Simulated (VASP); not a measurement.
**CdS (rocksalt type): density of states with PBEsol**

CdS (rocksalt type):

```
Cd S
1.0
     0.00000    2.69854    2.69854
     2.69854    0.00000    2.69854
     2.69854    2.69854    0.00000
Cd S
1 1
Direct
  0.00000 0.00000 0.00000
  0.50000 0.50000 0.50000
```

* Program: VASP 6.6.1
* Task: density of states
* Functional: PBEsol
* Potentials or basis: VASP PAW PBE potentials, release 64 (Cd, S)
* Cutoff: 520 eV
* k mesh: 13 × 13 × 13
* Occupations: fermi-dirac, width 0.08 eV
* Spin: no spin polarisation
* Dipole correction: no
* k mesh for the DOS: 20 × 20 × 20
* Occupations for the DOS: tetrahedron
* Further INCAR settings: ALGO = Normal; EDIFF = 1e-06; NBANDS = 16

```
Valence electrons inside the program's atomic spheres : Cd 10.24; S 3.69
```

Levels at points of the mesh, in eV from the valence-band top:
```csv
k point,band 5,band 6,band 7,band 8,band 9,band 10,band 11,band 12,band 13,band 14
"(0.00, 0.00, 0.00)",-7.69,-7.69,-0.85,-0.85,-0.85,0.97,9.16,9.16,9.16,11.06
"(0.50, 0.00, 0.00)",-7.45,-7.45,-5.10,0.00,0.00,3.32,5.77,5.77,7.10,12.26
"(0.50, 0.50, 0.00)",-7.37,-6.61,-4.60,-2.35,-2.35,0.12,5.84,10.00,11.46,11.46
```

It took 76 s on 1 thread of AMD EPYC 7R13 Processor (Zen 3), on a shared host, peak memory 0.24 GiB.
